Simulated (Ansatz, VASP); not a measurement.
C: VASP beside Ansatz

Contents of INCAR:

```
SYSTEM = C
PREC = Accurate
ENCUT = 520
EDIFF = 1E-6
ISMEAR = 0
SIGMA = 0.04
LREAL = .FALSE.
LASPH = .TRUE.
NELM = 120
ALGO = Normal
ISIF = 2
LWAVE = .FALSE.
LCHARG = .FALSE.
LDIPOL = .TRUE.
IDIPOL = 3
DIPOL = 0.5 0.5 0.620
GGA = PS
IVDW = 12
NBANDS = 11
GGA_COMPAT = .FALSE.
NELMDL = -8
```

KPOINTS

```
regular mesh
0
G
  15 15 1
  0 0 0
```

File POSCAR:

```
C
1.0
    2.4363621991      0.0000000000      0.0000000000
   -1.2181810995      2.1099515572      0.0000000000
    0.0000000000      0.0000000000     20.8318528111
C
2
Direct
    1.0000000000      0.0000000000      0.6197762886
    0.3333333333      0.6666666667      0.6210672459
```

Input for Ansatz:

```yaml
crystal:
  lattice:
    - [2.4363621991, 0.0, 0.0]
    - [-1.2181810995, 2.1099515572, 0.0]
    - [0.0, 0.0, 20.8318528111]
  atoms:
    - { symbol: C, position: [1.0, 0.0, 0.6197762886] }
    - { symbol: C, position: [0.3333333333, 0.6666666667, 0.6210672459] }
basis:
  ecutwfc: 420
kpoints:
  mp_grid: { grid: [15, 15, 1] }
hamiltonian:
  xc: pbesol
  dispersion: d3bj
  pseudopotentials: { kind: paw, azcp: { folder: soft_1 } }
scf:
  occupations: { method: gaussian, width: 0.04 }
  n_extra_bands: 6
  max_iter: 160
output:
  forces: true
  eigenvalues: true
efield:
  axis: 3
  dipole_correction: true
```

Alike in both runs: task single point; functional PBEsol; dispersion D3(BJ); k mesh 15 × 15 × 1; occupations gaussian, width 0.04 eV; no spin polarisation.

|  | VASP | Ansatz |
| --- | --- | --- |
| version | VASP 6.6.1 | Ansatz 0.2.0 |
| potentials or method | VASP PAW PBE potentials, release 64 (C), cutoff 520 eV | scalar-relativistic, plane waves, PAW |
| valence electrons in the cell | 8 | 8 |

|  | VASP | Ansatz | Ansatz less VASP |
| --- | --- | --- | --- |
| gap on the k mesh at the Fermi level (eV) | none | none | - |
| rms of the force components (eV/Å) | 0.261 | 0.262 | +0.0014 |

VASP's potentials were made for PBE, not for PBEsol, and Ansatz warns of the same on its side. Atom by atom the forces differ by 0.001 eV/Å (rms over components). A gap of «none» marks a metal or a gap that the smearing closes.
